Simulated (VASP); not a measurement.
A run of VASP 6.6.1 is set up as follows.

Contents of INCAR:

```
SYSTEM = TiAl3
ALGO = Normal ; EDIFF = 1E-7
ENCUT = 520 ; GGA = PE
ISIF = 2 ; ISMEAR = 0
IVDW = 12 ; LASPH = .True.
LCHARG = .False. ; LREAL = .False.
LWAVE = .False. ; NBANDS = 18
NELM = 80 ; PREC = Accurate
SIGMA = 0.1
```

File KPOINTS:

```
k-points
0
Gamma
  10 10 10
  0 0 0
```

POSCAR

```
TiAl3
1.0
    3.9239616715      0.0000000000      0.0000000000
    0.0000000000      3.9239616715      0.0000000000
    0.0000000000      0.0000000000      3.9239616715
Ti Al
1 3
Direct
    0.0000000000      0.0000000000      0.0000000000
    0.5000000000      0.5000000000      0.0000000000
    0.5000000000      0.0000000000      0.5000000000
    0.0000000000      0.5000000000      0.5000000000
```

Potentials or basis: VASP PAW PBE potentials, release 64 (Ti_sv, Al).

Launch:

```console
$ cat potpaw_PBE.64/Ti_sv/POTCAR potpaw_PBE.64/Al/POTCAR > POTCAR
$ mpirun -np 1 vasp_std > vasp.out
```

(1) Estimate the pressure.

(2) Predict the dispersion energy per atom.

Answers

(1) -0.1 GPa.

(2) -0.441 eV.

Caveat: pairwise dispersion overbinds metals, which lowers pressure and volume.
